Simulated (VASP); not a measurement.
# NbB2 (P6/mmm) in VASP: notebook

The runs below take NbB2 through single point, with LDA.

Everything below comes from runs of VASP 6.6.1. Logs are shortened: lines on timing, memory, paths and dates and some standing lists are left out, and cuts for length are marked.

## Step 1: The cell of the first run

The structure is hexagonal, space group P6/mmm (No. 191). The conventional cell has a = 3.086 Å, b = 3.086 Å, c = 3.306 Å, α = 90.00°, β = 90.00°, γ = 120.00°. Nb (site symmetry 6/mmm) has 12 B at 2.43 Å and 6 Nb at 3.09 Å within 3.2 Å. Within 2.4 Å of B (site symmetry -6m2) lie 3 B at 1.78 Å.

## Step 2: Single point, LDA

Input file INCAR:

```
PREC = Accurate
ENCUT = 520
EDIFF = 1E-6
ISMEAR = -1
SIGMA = 0.1
LREAL = F
LASPH = T
NELM = 60
ALGO = Normal
ISIF = 2
LWAVE = F
LCHARG = F
GGA = CA
NBANDS = 16
```

Input file KPOINTS:

```
Automatic mesh
0
Gamma
  11 11 9
```

Input file POSCAR:

```
NbB2
1.0
    3.0860000000      0.0000000000      0.0000000000
   -1.5430000000      2.6725540000      0.0000000000
    0.0000000000      0.0000000000      3.3060000000
Nb B
1 2
Direct
    0.0000000000      0.0000000000      0.0000000000
    0.3333333333      0.6666666667      0.5000000000
    0.6666666667      0.3333333333      0.5000000000
```

Potentials or basis: VASP PAW LDA potentials, release 64 (Nb_sv, B).

The run is started by

```console
$ cat potpaw_LDA.64/Nb_sv/POTCAR potpaw_LDA.64/B/POTCAR > POTCAR
$ mpirun -np 1 vasp_std > vasp.out
```

OUTCAR:

```text
PREC = Accurate
   ENCUT = 520
   EDIFF = 1E-6
   ISMEAR = -1
   LREAL = F
   LASPH = T
   NELM = 60
   ISIF = 2
   GGA = CA

 ion  position               nearest neighbor table
   1  0.000  0.000  0.000-   2 2.43   2 2.43   3 2.43   3 2.43   2 2.43   3 2.43   2 2.43   3 2.43
                             3 2.43   3 2.43   2 2.43   2 2.43
   2  0.333  0.667  0.500-   3 1.78   3 1.78   3 1.78   1 2.43   1 2.43   1 2.43   1 2.43   1 2.43
                             1 2.43
   3  0.667  0.333  0.500-   2 1.78   2 1.78   2 1.78   1 2.43   1 2.43   1 2.43   1 2.43   1 2.43
                             1 2.43

  LATTYP: Found a hexagonal cell.
 ALAT       =     3.0860000000
 C/A-ratio  =     1.0712896954

  Lattice vectors:

 A1 = (   3.0860000000,   0.0000000000,   0.0000000000)
 A2 = (  -1.5430000000,   2.6725540000,   0.0000000000)
 A3 = (   0.0000000000,   0.0000000000,   3.3060000000)

Analysis of symmetry for initial positions (statically):
=====================================================================
 Subroutine PRICEL returns:
 Original cell was already a primitive cell.

 Routine SETGRP: Setting up the symmetry group for a
 hexagonal supercell.

 Subroutine GETGRP returns: Found 24 space group operations
 (whereof 24 operations were pure point group operations)
 out of a pool of 24 trial point group operations.

The static configuration has the point symmetry D_6h.

Analysis of symmetry for dynamics (positions and initial velocities):
=====================================================================
 Subroutine PRICEL returns:
 Original cell was already a primitive cell.

 Routine SETGRP: Setting up the symmetry group for a
 hexagonal supercell.

 Subroutine GETGRP returns: Found 24 space group operations
 (whereof 24 operations were pure point group operations)
 out of a pool of 24 trial point group operations.

The dynamic configuration has the point symmetry D_6h.

 Subroutine INISYM returns: Found 24 space group operations
 (whereof 24 operations are pure point group operations),
 and found     1 'primitive' translations

----------------------------------------------------------------------------------------

                                     Primitive cell

  volume of cell :      27.2662

  direct lattice vectors                    reciprocal lattice vectors
     3.086000000  0.000000000  0.000000000     0.324044070  0.187086959  0.000000000
    -1.543000000  2.672554000  0.000000000     0.000000000  0.374173918  0.000000000
     0.000000000  0.000000000  3.306000000     0.000000000  0.000000000  0.302480339

  length of vectors
     3.086000000  3.085999657  3.306000000     0.374173876  0.374173918  0.302480339

  position of ions in fractional coordinates (direct lattice)
     0.000000000  0.000000000  0.000000000
     0.333333333  0.666666667  0.500000000
     0.666666667  0.333333333  0.500000000

  ion indices of the primitive-cell ions
   primitive index   ion index
                 1           1
                 2           2
                 3           3

----------------------------------------------------------------------------------------

 KPOINTS: Automatic mesh

Automatic generation of k-mesh.
 Grid dimensions read from file:
 generate k-points for:   11   11    9

 Generating k-lattice:

  Cartesian coordinates                     Fractional coordinates (reciprocal lattice)
     0.029458552  0.017007905  0.000000000     0.090909091  0.000000000  0.000000000
     0.000000000  0.034015811  0.000000000     0.000000000  0.090909091  0.000000000
     0.000000000  0.000000000  0.033608927     0.000000000  0.000000000  0.111111111

  Length of vectors
     0.034015807  0.034015811  0.033608927

  Shift w.r.t. Gamma in fractional coordinates (k-lattice)
     0.000000000  0.000000000  0.000000000

 Subroutine IBZKPT returns following result:
 ===========================================

 Found     80 irreducible k-points:

 Following reciprocal coordinates:
            Coordinates               Weight
  0.000000  0.000000  0.000000      1.000000
  0.090909  0.000000  0.000000      6.000000
  0.181818  0.000000  0.000000      6.000000
  0.272727  0.000000  0.000000      6.000000
  0.363636  0.000000  0.000000      6.000000
  0.454545  0.000000  0.000000      6.000000
[... 16 lines left out ...]
  0.090909  0.090909  0.111111     12.000000
  0.181818  0.090909  0.111111     24.000000
 [... further k-points ...]
   k-points           NKPTS =     80   k-points in BZ     NKDIM =     80   number of bands    NBANDS=     16
   number of dos      NEDOS =    301   number of ions     NIONS =      3
   total plane-waves  NPLWV =  16128
   dimension x,y,z NGX =    24 NGY =   24 NGZ =   28
   dimension x,y,z NGXF=    48 NGYF=   48 NGZF=   56
   ions per type =               1   2
   NGX,Y,Z   is equivalent  to a cutoff of  12.93, 12.93, 14.08 a.u.
   NGXF,Y,Z  is equivalent  to a cutoff of  25.86, 25.86, 28.16 a.u.
 SYSTEM =  unknown system
   PREC   = accura    normal or accurate (medium, high low for compatibility)
   ISTART =      0    job   : 0-new  1-cont  2-samecut
   ICHARG =      2    charge: 1-file 2-atom 10-const
   ISPIN  =      1    spin polarized calculation?
   LNONCOLLINEAR =      F non collinear calculations
   LSORBIT =      F    spin-orbit coupling
   LASPH  =      T    aspherical Exc in radial PAW
   ENCUT  =  520.0 eV  38.22 Ry    6.18 a.u.   5.74  5.74  6.15*2*pi/ulx,y,z
   NELM   =     60;   NELMIN=  2; NELMDL= -5     # of ELM steps
   EDIFF  = 0.1E-05   stopping-criterion for ELM
   LREAL  =      F    real-space projection
   EDIFFG = 0.1E-04   stopping-criterion for IOM
   NSW    =      0    number of steps for IOM
   IBRION =     -1    ionic relax: 0-MD 1-quasi-New 2-CG
   NFREE  =      0    steps in history (QN), initial steepest desc. (CG)
   ISIF   =      2    stress and relaxation
   ISYM   =      2    0-nonsym 1-usesym 2-fastsym
   POTIM  = 0.5000    time-step for ionic-motion
   TEBEG  =    0.0;   TEEND  =   0.0 temperature during run
   PSTRESS=    0.0 pullay stress
   NELECT =      19.0000    total number of electrons
   NUPDOWN=      -1.0000    fix difference up-down
   EMIN   =  10.00;   EMAX   =-10.00  energy-range for DOS
   EFERMI =   0.00;   METHOD = LEGACY
   ISMEAR =    -1;   SIGMA  =   0.10  broadening in eV -4-tet -1-fermi 0-gaus
   EFERMI_NEDOS =   21; number of points for ismear=-14 and -15
   IALGO  =     38    algorithm
   IMIX   =      4    mixing-type and parameters
     AMIX     =   0.40;   BMIX     =  1.00
     AMIX_MAG =   1.60;   BMIX_MAG =  1.00
  volume/ion in A,a.u.               =       9.09        61.33
  Fermi-wavevector in a.u.,A,eV,Ry     =   1.451391  2.742730 28.661141  2.106534
  Thomas-Fermi vector in A             =   2.568893
   LORBIT       =      0    0 simple, 1 ext, 2 COOP (PROOUT), +10 PAW based schemes
   GGA     = CA    functional components
   LHFCALC =     F    Hartree Fock is set to
   AEXX    =    0.0000 exact exchange contribution
   IVDW    =     0    specifies the selected vdW correction
   LEPSILON=     F    determine dielectric tensor
   LRPA    =     F    only Hartree local field effects (RPA)
 non-spin polarized calculation
  energy-cutoff  :      520.00
  volume of cell :       27.27
 maximum number of plane-waves:       745
 NGX is ok and might be reduce to    24
   NGX = 11   NGY = 11   NGZ = 13

 number of electron      19.0000002 magnetization

 Free energy of the ion-electron system (eV)
  ---------------------------------------------------
  ext. energy  EPLUGINS =         0.00000000
  ---------------------------------------------------
  free energy    TOTEN  =       -28.56934047 eV

  energy without entropy =      -28.54138343  energy(sigma->0) =      -28.55536195

 E-fermi :  12.6711     XC(G=0): -13.2881

 val. band max:       12.6549388040   @ k =   0.3636   0.2727   0.1111
 cond. band min:      12.6828024493   @ k =   0.2727   0.1818   0.0000
 fundamental gap:      0.0278636453
 Fermi energy:        12.6711364135

 k-point     1 :       0.0000    0.0000    0.0000
  band No.  band energies     occupation
      1     -42.7507      2.00000
      2     -19.1046      2.00000
      3     -18.6351      2.00000
      4     -18.6351      2.00000
      5      -1.5287      2.00000
      6       8.3415      2.00000
[... 8 lines left out ...]
     15      17.0326      0.00000
     16      17.2557      0.00000

 k-point     2 :       0.0909    0.0000    0.0000
  band No.  band energies     occupation
      1     -42.7431      2.00000
      2     -19.0938      2.00000
      3     -18.7013      2.00000
      4     -18.6500      2.00000
      5      -1.3580      2.00000
      6       7.9273      2.00000
[... 8 lines left out ...]
     15      17.8836      0.00000
     16      18.1520      0.00000

 k-point     3 :       0.1818    0.0000    0.0000
  band No.  band energies     occupation
      1     -42.7226      2.00000
      2     -19.0646      2.00000
      3     -18.8755      2.00000
      4     -18.6894      2.00000
      5      -0.8681      2.00000
      6       6.9423      2.00000
[... 8 lines left out ...]
     15      18.9326      0.00000
     16      19.4950      0.00000

 k-point     4 :       0.2727    0.0000    0.0000
  band No.  band energies     occupation
      1     -42.6956      2.00000
      2     -19.0969      2.00000
      3     -19.0262      2.00000
      4     -18.7407      2.00000
      5      -0.1141      2.00000
      6       5.7454      2.00000
[... 8 lines left out ...]
     15      19.1096      0.00000
     16      21.6070      0.00000
[... 324 lines left out ...]
 k-point    22 :       0.4545    0.0000    0.1111
  band No.  band energies     occupation
      1     -42.6531      2.00000
      2     -19.4018      2.00000
      3     -19.0090      2.00000
      4     -18.8099      2.00000
      5       1.9669      2.00000
      6       3.1848      2.00000
[... 8 lines left out ...]
     15      20.2846      0.00000
     16      21.9333      0.00000

 k-point    23 :       0.0909    0.0909    0.1111
  band No.  band energies     occupation
      1     -42.7262      2.00000
      2     -19.1185      2.00000
      3     -18.8126      2.00000
      4     -18.6773      2.00000
      5      -0.8460      2.00000
      6       7.3656      2.00000
[... 8 lines left out ...]
     15      18.6522      0.00000
     16      18.9022      0.00000

 k-point    24 :       0.1818    0.0909    0.1111
  band No.  band energies     occupation
      1     -42.7025      2.00000
      2     -19.0838      2.00000
      3     -18.9985      2.00000
      4     -18.7325      2.00000
      5      -0.2506      2.00000
      6       6.3038      2.00000
[... 8 lines left out ...]
     15      19.4189      0.00000
     16      20.4387      0.00000

 [... further k-points ...]

------------------------ aborting loop because EDIFF is reached ----------------------------------------

  FORCE on cell =-STRESS in cart. coord.  units (eV):
  Direction    XX          YY          ZZ          XY          YZ          ZX
  --------------------------------------------------------------------------------------
  -------------------------------------------------------------------------------------
  Total       -0.8023250     -0.8023247     -0.9502843      0.0000000      0.0000000      0.0000000
  in kB      -47.1449997    -47.1449857    -55.8391622      0.0000000      0.0000000      0.0000000
  external PRESSURE =     -50.0430492 kB  Pullay stress =       0.0000000 kB

 VOLUME and BASIS-vectors are now :
 -----------------------------------------------------------------------------
  energy-cutoff  :      520.00
  volume of cell :       27.27
      direct lattice vectors                 reciprocal lattice vectors
     3.086000000  0.000000000  0.000000000     0.324044070  0.187086959  0.000000000
    -1.543000000  2.672554000  0.000000000     0.000000000  0.374173918  0.000000000
     0.000000000  0.000000000  3.306000000     0.000000000  0.000000000  0.302480339

 POSITION                                       TOTAL-FORCE (eV/Angst)
 -----------------------------------------------------------------------------------
      0.00000      0.00000      0.00000         0.000000     -0.000000      0.000000
     -0.00000      1.78170      1.65300        -0.000000     -0.000000     -0.000000
      1.54300      0.89085      1.65300         0.000000      0.000000      0.000000
 -----------------------------------------------------------------------------------
    total drift:                               -0.000000      0.000000      0.000000

  FREE ENERGIE OF THE ION-ELECTRON SYSTEM (eV)
  ---------------------------------------------------
  free  energy   TOTEN  =       -28.5693404714 eV

  energy  without entropy=      -28.5413834327  energy(sigma->0) =      -28.55536195
```

Run time: 39 s. Hardware: 1 thread of AMD EPYC 7R43 (Zen 3), shared host; peak memory 0.12 GiB.

Results:

```yaml
Free_energy: -28.5693 eV
Pressure: -5.0 GPa
```

Stress tensor (GPa, compression positive):
```
-4.71  0.00  0.00
 0.00 -4.71  0.00
 0.00  0.00 -5.58
```

(Part 1 of 2 ends here.)
